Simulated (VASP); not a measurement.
# Si (Fd-3m) in VASP: notebook, part 2 of 2

VASP 6.6.1.

**3. Relaxation of cell and atoms, LDA**

This run uses another cell than the first one, of 20.02 Å³/atom.

Input file INCAR:

```
PREC = Accurate ; ENCUT = 500
EDIFF = 1E-7 ; ISMEAR = 1
SIGMA = 0.02 ; LREAL = F
LASPH = T ; NELM = 120
ALGO = Normal ; ISIF = 3
LWAVE = F ; LCHARG = F
IBRION = 2 ; NSW = 100
EDIFFG = -0.001 ; GGA_COMPAT = F
NELMIN = 4
```

Input file KPOINTS:

```
regular mesh
0
Gamma
  10 10 10
```

Input file POSCAR:

```
Si
1.0
    0.0000000000      2.7154700000      2.7154700000
    2.7154700000      0.0000000000      2.7154700000
    2.7154700000      2.7154700000      0.0000000000
Si
2
Direct
    0.5000000000      0.5000000000      0.5000000000
    0.7500000000      0.7500000000      0.7500000000
```

Potentials or basis: VASP PAW LDA potentials, release 64 (Si).

Launch:

```console
cat potpaw_LDA.64/Si/POTCAR > POTCAR
mpirun -np 1 vasp_std > vasp.out
```

OUTCAR:

```text
PREC = Accurate
   ENCUT = 500
   EDIFF = 1E-7
   ISMEAR = 1
   LREAL = F
   LASPH = T
   NELM = 120
   ISIF = 3
   IBRION = 2
   NSW = 100
   EDIFFG = -0.001
   NELMIN = 4

 ion  position               nearest neighbor table
   1  0.500  0.500  0.500-   2 2.35   2 2.35   2 2.35   2 2.35
   2  0.750  0.750  0.750-   1 2.35   1 2.35   1 2.35   1 2.35

  LATTYP: Found a face centered cubic cell.
 ALAT       =     5.4309400000

  Lattice vectors:

 A1 = (   0.0000000000,   2.7154700000,   2.7154700000)
 A2 = (   2.7154700000,   0.0000000000,   2.7154700000)
 A3 = (   2.7154700000,   2.7154700000,   0.0000000000)

Analysis of symmetry for initial positions (statically):
=====================================================================
 Subroutine PRICEL returns:
 Original cell was already a primitive cell.

 Routine SETGRP: Setting up the symmetry group for a
 face centered cubic supercell.

 Subroutine GETGRP returns: Found 48 space group operations
 (whereof 24 operations were pure point group operations)
 out of a pool of 48 trial point group operations.

The static configuration has the point symmetry T_d .
 The point group associated with its full space group is O_h .

Analysis of symmetry for dynamics (positions and initial velocities):
=====================================================================
 Subroutine PRICEL returns:
 Original cell was already a primitive cell.

 Routine SETGRP: Setting up the symmetry group for a
 face centered cubic supercell.

 Subroutine GETGRP returns: Found 48 space group operations
 (whereof 24 operations were pure point group operations)
 out of a pool of 48 trial point group operations.

The dynamic configuration has the point symmetry T_d .
 The point group associated with its full space group is O_h .

 Subroutine INISYM returns: Found 48 space group operations
 (whereof 24 operations are pure point group operations),
 and found     1 'primitive' translations

----------------------------------------------------------------------------------------

                                     Primitive cell

  volume of cell :      40.0465

  direct lattice vectors                    reciprocal lattice vectors
     0.000000000  2.715470000  2.715470000    -0.184130187  0.184130187  0.184130187
     2.715470000  0.000000000  2.715470000     0.184130187 -0.184130187  0.184130187
     2.715470000  2.715470000  0.000000000     0.184130187  0.184130187 -0.184130187

  length of vectors
     3.840254502  3.840254502  3.840254502     0.318922840  0.318922840  0.318922840

  position of ions in fractional coordinates (direct lattice)
     0.500000000  0.500000000  0.500000000
     0.750000000  0.750000000  0.750000000

  ion indices of the primitive-cell ions
   primitive index   ion index
                 1           1
                 2           2

----------------------------------------------------------------------------------------

 KPOINTS: regular mesh

Automatic generation of k-mesh.
 Grid dimensions read from file:
 generate k-points for:   10   10   10

 Generating k-lattice:

  Cartesian coordinates                     Fractional coordinates (reciprocal lattice)
[... 49 lines left out ...]
   NGXF,Y,Z  is equivalent  to a cutoff of  24.24, 24.24, 24.24 a.u.
 SYSTEM =  unknown system
   PREC   = accura    normal or accurate (medium, high low for compatibility)
   ISTART =      0    job   : 0-new  1-cont  2-samecut
   ICHARG =      2    charge: 1-file 2-atom 10-const
   ISPIN  =      1    spin polarized calculation?
   LNONCOLLINEAR =      F non collinear calculations
   LSORBIT =      F    spin-orbit coupling
   LASPH  =      T    aspherical Exc in radial PAW
   ENCUT  =  500.0 eV  36.75 Ry    6.06 a.u.   7.00  7.00  7.00*2*pi/ulx,y,z
   NELM   =    120;   NELMIN=  4; NELMDL= -5     # of ELM steps
   EDIFF  = 0.1E-06   stopping-criterion for ELM
   LREAL  =      F    real-space projection
   EDIFFG = -.1E-02   stopping-criterion for IOM
   NSW    =    100    number of steps for IOM
   IBRION =      2    ionic relax: 0-MD 1-quasi-New 2-CG
   NFREE  =      1    steps in history (QN), initial steepest desc. (CG)
   ISIF   =      3    stress and relaxation
   ISYM   =      2    0-nonsym 1-usesym 2-fastsym
   POTIM  = 0.5000    time-step for ionic-motion
   TEBEG  =    0.0;   TEEND  =   0.0 temperature during run
   PSTRESS=    0.0 pullay stress
   NELECT =       8.0000    total number of electrons
   NUPDOWN=      -1.0000    fix difference up-down
   EMIN   =  10.00;   EMAX   =-10.00  energy-range for DOS
   EFERMI =   0.00;   METHOD = LEGACY
   ISMEAR =     1;   SIGMA  =   0.02  broadening in eV -4-tet -1-fermi 0-gaus
   EFERMI_NEDOS =   21; number of points for ismear=-14 and -15
   IALGO  =     38    algorithm
   IMIX   =      4    mixing-type and parameters
     AMIX     =   0.40;   BMIX     =  1.00
     AMIX_MAG =   1.60;   BMIX_MAG =  1.00
  volume/ion in A,a.u.               =      20.02       135.12
  Fermi-wavevector in a.u.,A,eV,Ry     =   0.957010  1.808487 12.461143  0.915868
  Thomas-Fermi vector in A             =   2.085990
   LORBIT       =      0    0 simple, 1 ext, 2 COOP (PROOUT), +10 PAW based schemes
   GGA     = CA    functional components
   LHFCALC =     F    Hartree Fock is set to
   AEXX    =    0.0000 exact exchange contribution
   IVDW    =     0    specifies the selected vdW correction
   LEPSILON=     F    determine dielectric tensor
   LRPA    =     F    only Hartree local field effects (RPA)
 conjugate gradient relaxation of ions
 non-spin polarized calculation
 Methfessel and Paxton  Order N= 1 SIGMA  =   0.02
  energy-cutoff  :      500.00
  volume of cell :       40.05
 maximum number of plane-waves:      1034
   NGX = 13   NGY = 13   NGZ = 13

--------------------------------------- Ionic step        1  -------------------------------------------

 number of electron       8.0000001 magnetization

 Free energy of the ion-electron system (eV)
  ---------------------------------------------------
  ext. energy  EPLUGINS =         0.00000000
  ---------------------------------------------------
  free energy    TOTEN  =       -11.91624898 eV

  energy without entropy =      -11.91625246  energy(sigma->0) =      -11.91625014

------------------------ aborting loop because EDIFF is reached ----------------------------------------

  FORCE on cell =-STRESS in cart. coord.  units (eV):
  Direction    XX          YY          ZZ          XY          YZ          ZX
  --------------------------------------------------------------------------------------
  -------------------------------------------------------------------------------------
  Total       -0.3642838     -0.3642838     -0.3642838     -0.0000000     -0.0000000     -0.0000000
  in kB      -14.5742228    -14.5742228    -14.5742228     -0.0000000     -0.0000000     -0.0000000
  external PRESSURE =     -14.5742228 kB  Pullay stress =       0.0000000 kB
[... 59 lines left out ...]
--------------------------------------- Ionic step        3  -------------------------------------------

 number of electron       8.0000001 magnetization

 Free energy of the ion-electron system (eV)
  ---------------------------------------------------
  ext. energy  EPLUGINS =         0.00000000
  ---------------------------------------------------
  free energy    TOTEN  =       -11.91910575 eV

  energy without entropy =      -11.91910922  energy(sigma->0) =      -11.91910691

 E-fermi :   5.9454     XC(G=0):  -9.6638

 val. band max:        5.9285235326   @ k =   0.0000   0.0000   0.0000
 cond. band min:       6.3818224359   @ k =   0.4000   0.4000   0.0000
 fundamental gap:      0.4532989033
 Fermi energy:         5.9453611714

 k-point     1 :       0.0000    0.0000    0.0000
  band No.  band energies     occupation
      1      -6.1348      2.00000
      2       5.9285      2.00000
      3       5.9285      2.00000
      4       5.9285      2.00000
      5       8.4591      0.00000
      6       8.4591      0.00000
      7       8.4591      0.00000
      8       9.3152      0.00000
[... 243 lines left out ...]
 k-point    24 :       0.4000    0.3000    0.0000
  band No.  band energies     occupation
      1      -3.9427      2.00000
      2       0.4868      2.00000
      3       3.0156      2.00000
      4       3.4576      2.00000
      5       6.8665      0.00000
      6       8.0607      0.00000
      7      12.8759      0.00000
      8      12.9917      0.00000

 [... further k-points ...]

------------------------ aborting loop because EDIFF is reached ----------------------------------------

  FORCE on cell =-STRESS in cart. coord.  units (eV):
  Direction    XX          YY          ZZ          XY          YZ          ZX
  --------------------------------------------------------------------------------------
  -------------------------------------------------------------------------------------
  Total       -0.0002551     -0.0002551     -0.0002551      0.0000000     -0.0000000      0.0000000
  in kB       -0.0103681     -0.0103681     -0.0103681      0.0000000     -0.0000000      0.0000000
  external PRESSURE =      -0.0103681 kB  Pullay stress =       0.0000000 kB
[... 17 lines left out ...]
  FREE ENERGIE OF THE ION-ELECTRON SYSTEM (eV)
  ---------------------------------------------------
  free  energy   TOTEN  =       -11.9191057462 eV

  energy  without entropy=      -11.9191092249  energy(sigma->0) =      -11.91910691

 reached required accuracy - stopping structural energy minimisation
```

OSZICAR:

```text
N       E                     dE             d eps       ncg     rms          rms(c)
DAV:   1     0.716025267988E+01    0.71603E+01   -0.32377E+03   752   0.776E+02
DAV:   2    -0.119216301894E+02   -0.19082E+02   -0.18628E+02  1216   0.845E+01
DAV:   3    -0.121759023186E+02   -0.25427E+00   -0.25427E+00   912   0.125E+01
DAV:   4    -0.121771488602E+02   -0.12465E-02   -0.12431E-02  1224   0.103E+00
[... 18 lines left out ...]
DAV:   2    -0.119193589765E+02    0.53193E-03   -0.53814E-04   984   0.159E-01    0.955E-02
DAV:   3    -0.119191078207E+02    0.25116E-03   -0.60257E-04   872   0.123E-01    0.237E-02
DAV:   4    -0.119191071168E+02    0.70388E-06   -0.60410E-06  1040   0.221E-02    0.202E-02
DAV:   5    -0.119191057493E+02    0.13675E-05   -0.36120E-07   912   0.470E-03    0.152E-03
DAV:   6    -0.119191057462E+02    0.31270E-08   -0.89563E-09   488   0.851E-04
   3 F= -.11919106E+02 E0= -.11919107E+02  d E =-.285677E-02
```

Wall time 22 s (1 thread of AMD EPYC 7R43 (Zen 3), shared host); peak memory 0.1 GiB.

Results:

```
Free energy                           : -11.9191 eV
Relaxed volume                        : 19.71 Å³/atom
Relaxed cell                          : a = 3.820 Å, b = 3.820 Å, c = 3.820 Å, α = 60.00°, β = 60.00°, γ = 60.00°
Space group after relaxing (to 0.1 Å) : Fd-3m (No. 227)
Energy gained by relaxing             : 1.4 meV/atom
Ionic steps                           : 3
Pressure after relaxing               : 0.0 GPa
Band gap on the k mesh                : 0.45 eV (least direct gap 2.53 eV)
```

The path:
| step | energy change (eV) | largest force (eV/Å) | pressure (GPa) | volume (Å³) |
| --- | --- | --- | --- | --- |
| 1 | 0.0000 | 0.0000 | -1.46 | 40.05 |
| 2 | -0.0014 | 0.0000 | 1.08 | 39.00 |
| 3 | -0.0029 | 0.0000 | 0.00 | 39.43 |

Final structure:
```
Si
1.0
     0.00000    2.70141    2.70141
     2.70141    0.00000    2.70141
     2.70141    2.70141    0.00000
Si
2
Direct
  0.50000 0.50000 0.50000
  0.75000 0.75000 0.75000
```

Levels at points of the mesh, in eV from the valence-band top:
```
           k point  band 1  band 2  band 3  band 4  band 5  band 6  band 7  band 8
(0.00, 0.00, 0.00)  -12.06    0.00    0.00    0.00    2.53    2.53    2.53    3.39
(0.50, 0.00, 0.00)   -9.69   -7.06   -1.21   -1.21    1.48    3.29    3.29    7.54
(0.50, 0.50, 0.00)   -7.86   -7.86   -2.89   -2.89    0.57    0.57   10.11   10.11
```

A k mesh can miss the band edges. LDA usually gives volumes a few per cent too small.
